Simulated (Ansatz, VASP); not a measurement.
Two plane-wave programs on GaSb

POSCAR

```
GaSb
1.0
   -1.5559010000      2.6750030000      2.8933130000
    1.5559010000     -2.6750030000      2.8933130000
    1.5559010000      2.6750030000     -2.8933130000
Ga Sb
1 1
Direct
    0.0000000000      0.0000000000      0.0000000000
    0.5000000000      0.5000000000      0.0000000000
```

File INCAR.step1:

```
SYSTEM = GaSb
PREC = Accurate
ENCUT = 520
ISMEAR = 0
SIGMA = 0.15
LREAL = .FALSE.
LASPH = .TRUE.
NELM = 60
NBANDS = 16
GGA = PE
ALGO = Normal
EDIFF = 1E-4
LWAVE = .TRUE.
LCHARG = .FALSE.
```

File INCAR.step2:

```
SYSTEM = GaSb
PREC = Accurate
ENCUT = 520
EDIFF = 1E-6
ISMEAR = 0
SIGMA = 0.15
LREAL = .FALSE.
LASPH = .TRUE.
NELM = 60
ALGO = Normal
ISIF = 2
LWAVE = .FALSE.
LCHARG = .FALSE.
METAGGA = R2SCAN
LMIXTAU = .TRUE.
NBANDS = 16
ISTART = 1
```

Contents of KPOINTS:

```
regular mesh
0
G
  20 20 20
  0 0 0
```

Input for Ansatz:

```yaml
crystal:
  lattice:
    - [-1.555901, 2.675003, 2.893313]
    - [1.555901, -2.675003, 2.893313]
    - [1.555901, 2.675003, -2.893313]
  atoms:
    - { symbol: Ga, position: [0.0, 0.0, 0.0] }
    - { symbol: Sb, position: [0.5, 0.5, 0.0] }
basis:
  ecutwfc: 500
kpoints:
  mp_grid: { grid: [20, 20, 20] }
hamiltonian:
  xc: r2scan
scf:
  occupations: { method: gaussian, width: 0.15 }
output:
  forces: true
  stress: true
  eigenvalues: true
```

Alike in both runs: task single point; functional r2SCAN; k mesh 20 × 20 × 20; occupations gaussian, width 0.15 eV; no spin polarisation.

```csv
,VASP,Ansatz
version,VASP 6.6.1,Ansatz 0.2.0
potentials or method,"VASP PAW PBE potentials, release 64 (Ga_d, Sb), cutoff 520 eV","scalar-relativistic, plane waves, PAW"
valence electrons in the cell,18,28
```

Ansatz gave:

| Property | Result |
| --- | --- |
| gap on the k mesh at the Fermi level (eV) | none |
| pressure (GPa) | -1.8 |
| traceless stress, the component that is largest in VASP (GPa) | 1.73 |

Task: Which values does VASP return?

Result: gap on the k mesh at the Fermi level (eV): none; pressure (GPa): -1.7; traceless stress, the component that is largest in VASP (GPa): 1.70.

VASP's potentials were made for PBE, not for r2SCAN. A gap of «none» marks a metal or a gap that the smearing closes. The functional is the same, so the differences come from potentials, cutoffs and numerics. VASP's potentials hold 18 valence electrons a cell and Ansatz's 28, so a difference there can come from the potentials and not from the codes.

Neither program's run includes spin-orbit coupling.
